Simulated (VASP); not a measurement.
# HfO2 (Fm-3m) in VASP: a series of runs

The runs below take HfO2 through vibrations by perturbation theory, with LDA.

Everything below comes from runs of VASP 6.6.1. Logs are shortened: lines on timing, memory, paths and dates and some standing lists are left out, and cuts for length are marked.

## 1. The cell of the first run

It takes space group Fm-3m (No. 225, cubic). The conventional cell has a = 4.936 Å, b = 4.936 Å, c = 4.936 Å, α = 90.00°, β = 90.00°, γ = 90.00°. Within 2.8 Å of Hf (site symmetry m-3m) lie 8 O at 2.14 Å. Within 2.8 Å of O (site symmetry -43m) lie 4 Hf at 2.14 Å and 6 O at 2.47 Å.

## 2. Vibrations by perturbation theory, LDA

INCAR

```
SYSTEM = HfO2
ALGO = Normal
EDIFF = 1E-8
ENCUT = 520
IBRION = 8
ISIF = 2
ISMEAR = 0
LASPH = .True.
LCHARG = .True.
LEPSILON = .True.
LREAL = .False.
LWAVE = .False.
NELM = 80
NSW = 1
PREC = Accurate
SIGMA = 0.01
```

KPOINTS

```
k-points
0
Gamma
  8 8 8
  0 0 0
```

POSCAR

```
HfO2
1.0
    0.0000000000      2.4681053284      2.4681053284
    2.4681053284      0.0000000000      2.4681053284
    2.4681053284      2.4681053284      0.0000000000
Hf O
1 2
Direct
    0.0000000000      0.0000000000      0.0000000000
    0.2500000000      0.2500000000      0.2500000000
    0.7500000000      0.7500000000      0.7500000000
```

Potentials or basis: VASP PAW LDA potentials, release 64 (Hf_pv, O).

Started as:

```
cat potpaw_LDA.64/Hf_pv/POTCAR potpaw_LDA.64/O/POTCAR > POTCAR
mpirun -np 1 vasp_std > vasp.out
```

OUTCAR:

```text
SYSTEM = HfO2
   EDIFF = 1E-8
   ENCUT = 520
   IBRION = 8
   ISIF = 2
   ISMEAR = 0
   LASPH = .True.
   LEPSILON = .True.
   LREAL = .False.
   NELM = 80
   NSW = 1
   PREC = Accurate

 ion  position               nearest neighbor table
   1  0.000  0.000  0.000-   3 2.14   3 2.14   3 2.14   2 2.14   3 2.14   2 2.14   2 2.14   2 2.14

   2  0.250  0.250  0.250-   1 2.14   1 2.14   1 2.14   1 2.14
   3  0.750  0.750  0.750-   1 2.14   1 2.14   1 2.14   1 2.14

  LATTYP: Found a face centered cubic cell.
 ALAT       =     4.9362106568

  Lattice vectors:

 A1 = (   0.0000000000,   2.4681053284,   2.4681053284)
 A2 = (   2.4681053284,   0.0000000000,   2.4681053284)
 A3 = (   2.4681053284,   2.4681053284,   0.0000000000)

Analysis of symmetry for initial positions (statically):
=====================================================================
 Subroutine PRICEL returns:
 Original cell was already a primitive cell.

 Routine SETGRP: Setting up the symmetry group for a
 face centered cubic supercell.

 Subroutine GETGRP returns: Found 48 space group operations
 (whereof 48 operations were pure point group operations)
 out of a pool of 48 trial point group operations.

The static configuration has the point symmetry O_h .

Analysis of symmetry for dynamics (positions and initial velocities):
=====================================================================
 Subroutine PRICEL returns:
 Original cell was already a primitive cell.

 Routine SETGRP: Setting up the symmetry group for a
 face centered cubic supercell.

 Subroutine GETGRP returns: Found 48 space group operations
 (whereof 48 operations were pure point group operations)
 out of a pool of 48 trial point group operations.

The dynamic configuration has the point symmetry O_h .

 Subroutine INISYM returns: Found 48 space group operations
 (whereof 48 operations are pure point group operations),
 and found     1 'primitive' translations

----------------------------------------------------------------------------------------

                                     Primitive cell

  volume of cell :      30.0691

  direct lattice vectors                    reciprocal lattice vectors
     0.000000000  2.468105328  2.468105328    -0.202584547  0.202584547  0.202584547
     2.468105328  0.000000000  2.468105328     0.202584547 -0.202584547  0.202584547
     2.468105328  2.468105328  0.000000000     0.202584547  0.202584547 -0.202584547

  length of vectors
     3.490428029  3.490428029  3.490428029     0.350886728  0.350886728  0.350886728

  position of ions in fractional coordinates (direct lattice)
     0.000000000  0.000000000  0.000000000
     0.250000000  0.250000000  0.250000000
     0.750000000  0.750000000  0.750000000

  ion indices of the primitive-cell ions
   primitive index   ion index
                 1           1
                 2           2
                 3           3

----------------------------------------------------------------------------------------

 KPOINTS: k-points

Automatic generation of k-mesh.
 Grid dimensions read from file:
 generate k-points for:    8    8    8

 Generating k-lattice:

  Cartesian coordinates                     Fractional coordinates (reciprocal lattice)
    -0.025323068  0.025323068  0.025323068     0.125000000  0.000000000  0.000000000
     0.025323068 -0.025323068  0.025323068     0.000000000  0.125000000  0.000000000
     0.025323068  0.025323068 -0.025323068     0.000000000  0.000000000  0.125000000

  Length of vectors
     0.043860841  0.043860841  0.043860841

  Shift w.r.t. Gamma in fractional coordinates (k-lattice)
     0.000000000  0.000000000  0.000000000

[... 555 lines left out ...]
      3.70216      3.70216      3.70216         0.000000      0.000000      0.000000
 -----------------------------------------------------------------------------------
    total drift:                                0.000000      0.000000      0.000000

  FREE ENERGIE OF THE ION-ELECTRON SYSTEM (eV)
  ---------------------------------------------------
  free  energy   TOTEN  =       -33.0475188935 eV

  energy  without entropy=      -33.0475188935  energy(sigma->0) =      -33.04751889

 HEAD OF MICROSCOPIC STATIC DIELECTRIC TENSOR (INDEPENDENT PARTICLE, excluding Hartree and local field effects)
 ------------------------------------------------------
           5.531425     0.000000    -0.000000
          -0.000000     5.531425     0.000000
           0.000000    -0.000000     5.531425
 ------------------------------------------------------

 Free energy of the ion-electron system (eV)
  ---------------------------------------------------
  ---------------------------------------------------
  free energy    TOTEN  =        -0.37485390 eV

  energy without entropy =       -0.37485390

------------------------ aborting loop because EDIFF is reached ----------------------------------------

--------------------------------------- Ionic step        2  -------------------------------------------

------------------------ aborting loop because EDIFF is reached ----------------------------------------

--------------------------------------- Ionic step        3  -------------------------------------------

------------------------ aborting loop because EDIFF is reached ----------------------------------------

 PIEZOELECTRIC TENSOR FIELD DIRECTION 3  (e Angst)
 -----------------------------------------------------------------------------
     0.00003  0.00000  0.00000           ( -0.00001  0.00000  0.00000)
     0.00000  0.00003  0.00000           (  0.00000 -0.00001 -0.00000)
     0.00000  0.00000 -0.00044           (  0.00000 -0.00000  0.00000)

 PIEZOELECTRIC TENSOR FIELD DIRECTION 3  (C/m^2)
 -----------------------------------------------------------------------------
     0.00002  0.00000  0.00000
     0.00000  0.00002  0.00000
     0.00000  0.00000 -0.00023

--------------------------------------- Ionic step        4  -------------------------------------------

------------------------ aborting loop because EDIFF is reached ----------------------------------------

[... ionic steps 5 to 6 ...]

--------------------------------------- Ionic step        7  -------------------------------------------

 Free energy of the ion-electron system (eV)
  ---------------------------------------------------
  ---------------------------------------------------
  free energy    TOTEN  =        -0.36114557 eV

  energy without entropy =       -0.36114557

------------------------ aborting loop because EDIFF is reached ----------------------------------------

 INTERNAL STRAIN TENSOR  FOR ION    2  DIRECTION 1   (eV/Angst):
 -----------------------------------------------------------------------------
    -0.00102  0.00000  0.00000
     0.00000  0.00066-10.62655
     0.00000-10.62655  0.00066

 MACROSCOPIC STATIC DIELECTRIC TENSOR (including local field effects in DFT)
 ------------------------------------------------------
           5.326671     0.000000     0.000000
          -0.000000     5.326671     0.000000
          -0.000000     0.000000     5.326671
 ------------------------------------------------------

 PIEZOELECTRIC TENSOR (including local field effects)  for field in x, y, z        (e  Angst)
          XX          YY          ZZ          XY          YZ          ZX
  --------------------------------------------------------------------------------
  x     0.00000     0.00000     0.00000     0.00000     0.00000     0.00000
  y     0.00000     0.00000     0.00000     0.00000     0.00000     0.00000
  z     0.00000     0.00000     0.00000     0.00000     0.00000     0.00000

 PIEZOELECTRIC TENSOR (including local field effects)  for field in x, y, z        (C/m^2)
          XX          YY          ZZ          XY          YZ          ZX
  --------------------------------------------------------------------------------
  x     0.00000     0.00000     0.00000     0.00000     0.00000     0.00000
  y     0.00000     0.00000     0.00000     0.00000     0.00000     0.00000
  z     0.00000     0.00000     0.00000     0.00000     0.00000     0.00000

 BORN EFFECTIVE CHARGES (including local field effects) (in |e|, cummulative output)
 ---------------------------------------------------------------------------------
 ion    1
    1     5.56738     0.00000     0.00000
    2     0.00000     5.56738     0.00000
    3     0.00000     0.00000     5.56738
 ion    2
    1    -2.78369     0.00000     0.00000
    2     0.00000    -2.78369     0.00000
    3     0.00000     0.00000    -2.78369
 ion    3
    1    -2.78369     0.00000     0.00000
    2     0.00000    -2.78369     0.00000
    3     0.00000     0.00000    -2.78369

 INTERNAL STRAIN TENSOR FOR ION    3 for displacements in x,y,z  (eV/Angst):
          X           Y           Z          XY          YZ          ZX
  --------------------------------------------------------------------------------
  x    -0.00000    -0.00000    -0.00000     0.00000    10.62655     0.00000
  y     0.00000     0.00000     0.00000     0.00000     0.00000    10.62655
  z    -0.00000    -0.00000     0.00000    10.62655     0.00000     0.00000

 SECOND DERIVATIVES (NOT SYMMETRIZED)
 ------------------------------------
               1X          1Y          1Z          2X          2Y          2Z          3X          3Y          3Z
  1X    -8.329950    0.000000    0.000000    4.164975    0.000000    0.000000    4.164975    0.000000    0.000000
  1Y     0.000000   -8.329950    0.000000    0.000000    4.164975    0.000000    0.000000    4.164975    0.000000
  1Z     0.000000    0.000000   -8.329950    0.000000    0.000000    4.164975    0.000000    0.000000    4.164975
  2X     4.175041    0.000000    0.000000  -13.838936    0.000000    0.000000    9.663895    0.000000    0.000000
  2Y     0.000000    4.175041    0.000000    0.000000  -13.838936    0.000000    0.000000    9.663895    0.000000
  2Z     0.000000    0.000000    4.175041    0.000000    0.000000  -13.838936    0.000000    0.000000    9.663895
  3X     4.175041    0.000000    0.000000    9.663895    0.000000    0.000000  -13.838936    0.000000    0.000000
  3Y     0.000000    4.175041    0.000000    0.000000    9.663895    0.000000    0.000000  -13.838936    0.000000
  3Z     0.000000    0.000000    4.175041    0.000000    0.000000    9.663895    0.000000    0.000000  -13.838936

 Eigenvectors and eigenvalues of the dynamical matrix
 ----------------------------------------------------

   1 f  =   18.947452 THz   119.050354 2PiTHz  632.018981 cm-1    78.360331 meV
             X         Y         Z           dx          dy          dz
      0.000000  0.000000  0.000000     0.000000   -0.000000    0.000000
      1.234053  1.234053  1.234053     0.706813   -0.020369   -0.000000
      3.702158  3.702158  3.702158    -0.706813    0.020369    0.000000
[... 43 lines left out ...]
   9 f/i=    0.003754 THz     0.023590 2PiTHz    0.125233 cm-1     0.015527 meV
             X         Y         Z           dx          dy          dz
      0.000000  0.000000  0.000000    -0.362778    0.432197   -0.727930
      1.234053  1.234053  1.234053    -0.108485    0.129244   -0.217680
      3.702158  3.702158  3.702158    -0.108485    0.129244   -0.217680

--------------------------------------------------------------------------------------------------------

 MACROSCOPIC STATIC DIELECTRIC TENSOR IONIC CONTRIBUTION
 ------------------------------------------------------
          22.374534     0.000000     0.000000
           0.000000    22.374534     0.000000
           0.000000     0.000000    22.374534
 ------------------------------------------------------

 ELASTIC MODULI CONTR FROM IONIC RELAXATION (kBar)
 Direction    XX          YY          ZZ          XY          YZ          ZX
 --------------------------------------------------------------------------------
 XX          -0.0000     -0.0000     -0.0000      0.0000      0.0000     -0.0000
 YY          -0.0000     -0.0000     -0.0000      0.0000      0.0000     -0.0000
 ZZ          -0.0000     -0.0000     -0.0000     -0.0000      0.0000     -0.0000
 XY           0.0000      0.0000     -0.0000   -512.0162      0.0000     -0.0000
 YZ           0.0000      0.0000      0.0000      0.0000   -512.0162     -0.0000
 ZX          -0.0000     -0.0000     -0.0000     -0.0000     -0.0000   -512.0162
 --------------------------------------------------------------------------------

 PIEZOELECTRIC TENSOR IONIC CONTR  for field in x, y, z        (C/m^2)
          XX          YY          ZZ          XY          YZ          ZX
  --------------------------------------------------------------------------------
  x     0.00000     0.00000     0.00000     0.00000    -0.00000    -0.00000
  y    -0.00000    -0.00000    -0.00000    -0.00000    -0.00000    -0.00000
  z     0.00000    -0.00000    -0.00000    -0.00000    -0.00000    -0.00000
```

It took 4.4 min on 1 thread of Intel Xeon Platinum 8259CL at 2.50GHz (Skylake/Cascade Lake), shared host; peak memory 0.28 GiB.

What came out:

| Item | Value |
| --- | --- |
| Electronic dielectric tensor (diagonal) | 5.33 |
| Born charges (mean of the diagonal) | Hf +5.57; O -2.78 e |
| Highest phonon frequency at Γ, LO-TO splitting left out | 632 cm⁻¹ |

Phonon frequencies in cm⁻¹ (negative: imaginary):
```csv
q point,frequencies
"(0.000, 0.000, 0.000)",0 0 0 289 289 289 632 632 632
```

Electronic dielectric tensor:
```
5.33 0.00 0.00
0.00 5.33 0.00
0.00 0.00 5.33
```

Born effective charge tensors (e):
atom 1, Hf
```
5.57 0.00 0.00
0.00 5.57 0.00
0.00 0.00 5.57
```
atom 2, O
```
-2.78  0.00  0.00
 0.00 -2.78  0.00
 0.00  0.00 -2.78
```
atom 3, O
```
-2.78  0.00  0.00
 0.00 -2.78  0.00
 0.00  0.00 -2.78
```

Caveat: the cell wasn't relaxed at this level first, which shifts response properties; spin-orbit coupling is left out, which moves the levels of the heavy elements.

## 3. Vibrations by perturbation theory, LDA

This run uses another cell than the first one, of 10.35 Å³/atom, 1.033 times its volume.

INCAR

```
PREC     = Accurate       # precision mode
ENCUT    = 520            # plane-wave cutoff, eV
EDIFF    = 1E-8           # SCF threshold, eV
ISMEAR   = 0              # smearing method
SIGMA    = 0.01           # smearing width, eV
LREAL    = False          # projectors in reciprocal space
LASPH    = True           # aspherical terms in the spheres
NELM     = 60             # most SCF steps
ALGO     = Normal         # electronic algorithm
ISIF     = 2              # what is computed and relaxed
LWAVE    = False          # write WAVECAR
LCHARG   = False          # write CHGCAR
NBANDS   = 18             # bands
IBRION   = 8              # ionic algorithm
NSW      = 1              # ionic steps
LEPSILON = True           # dielectric tensor by DFPT
```

KPOINTS

```
Automatic mesh
0
Gamma
  8 8 8
```

POSCAR

```
HfO2
1.0
    0.0000000000      2.4946889373      2.4946889373
    2.4946889373      0.0000000000      2.4946889373
    2.4946889373      2.4946889373      0.0000000000
Hf O
1 2
Direct
    0.0000000000      0.0000000000      0.0000000000
    0.2500000000      0.2500000000      0.2500000000
    0.7500000000      0.7500000000      0.7500000000
```

Potentials or basis: VASP PAW LDA potentials, release 64 (Hf_pv, O).

Started as:

```
cat potpaw_LDA.64/Hf_pv/POTCAR potpaw_LDA.64/O/POTCAR > POTCAR
mpirun -np 1 vasp_std > vasp.out
```

OUTCAR:

```text
PREC = Accurate
   ENCUT = 520
   EDIFF = 1E-8
   ISMEAR = 0
   LREAL = False
   LASPH = True
   NELM = 60
   ISIF = 2
   IBRION = 8
   NSW = 1
   LEPSILON = True

 ion  position               nearest neighbor table
   1  0.000  0.000  0.000-   2 2.16   3 2.16   3 2.16   3 2.16   3 2.16   2 2.16   2 2.16   2 2.16

   2  0.250  0.250  0.250-   1 2.16   1 2.16   1 2.16   1 2.16
   3  0.750  0.750  0.750-   1 2.16   1 2.16   1 2.16   1 2.16

  LATTYP: Found a face centered cubic cell.
[... 890 lines left out ...]
             X         Y         Z           dx          dy          dz
      0.000000  0.000000  0.000000    -0.064226   -0.918626    0.000601
      1.247344  1.247344  1.247344    -0.019227   -0.275011    0.000180
      3.742033  3.742033  3.742033    -0.019227   -0.275011    0.000180

--------------------------------------------------------------------------------------------------------

 MACROSCOPIC STATIC DIELECTRIC TENSOR IONIC CONTRIBUTION
 ------------------------------------------------------
          27.691568     0.000000     0.000000
           0.000000    27.691568    -0.000000
           0.000000    -0.000000    27.691568
 ------------------------------------------------------

 ELASTIC MODULI CONTR FROM IONIC RELAXATION (kBar)
 Direction    XX          YY          ZZ          XY          YZ          ZX
 --------------------------------------------------------------------------------
 XX          -0.0000      0.0000      0.0000     -0.0000     -0.0000     -0.0000
 YY           0.0000     -0.0000      0.0000      0.0000      0.0000      0.0000
 ZZ           0.0000      0.0000      0.0000      0.0000      0.0000      0.0000
 XY          -0.0000      0.0000      0.0000   -358.6639     -0.0000     -0.0000
 YZ          -0.0000      0.0000      0.0000     -0.0000   -358.6639     -0.0000
 ZX          -0.0000      0.0000      0.0000     -0.0000     -0.0000   -358.6639
 --------------------------------------------------------------------------------

 PIEZOELECTRIC TENSOR IONIC CONTR  for field in x, y, z        (C/m^2)
          XX          YY          ZZ          XY          YZ          ZX
  --------------------------------------------------------------------------------
  x     0.00000    -0.00000     0.00000    -0.00000     0.00000     0.00000
  y    -0.00000     0.00000     0.00000     0.00000    -0.00000     0.00000
  z    -0.00000    -0.00000     0.00000     0.00000    -0.00000     0.00000
```

Run time: 4.7 min. Hardware: 1 thread of Intel Xeon Platinum 8259CL at 2.50GHz (Skylake/Cascade Lake), shared host; peak memory 0.31 GiB.

What came out:

- Electronic dielectric tensor (diagonal): 5.34
- Born charges (mean of the diagonal): Hf +5.55; O -2.78 e
- Highest phonon frequency at Γ, LO-TO splitting left out: 601 cm⁻¹

Phonon frequencies in cm⁻¹ (negative: imaginary):
| q point | frequencies |
| --- | --- |
| (0.000, 0.000, 0.000) | 0 0 0 255 255 255 601 601 601 |

Electronic dielectric tensor:
```
5.34 0.00 0.00
0.00 5.34 0.00
0.00 0.00 5.34
```

Born effective charge tensors (e):
atom 1, Hf
```
5.55 0.00 0.00
0.00 5.55 0.00
0.00 0.00 5.55
```
atom 2, O
```
-2.78  0.00  0.00
 0.00 -2.78  0.00
 0.00  0.00 -2.78
```
atom 3, O
```
-2.78  0.00  0.00
 0.00 -2.78  0.00
 0.00  0.00 -2.78
```

Caveat: the cell wasn't relaxed at this level first, which shifts response properties; spin-orbit coupling is left out, which moves the levels of the heavy elements.

(Part 1 of 2 ends here.)
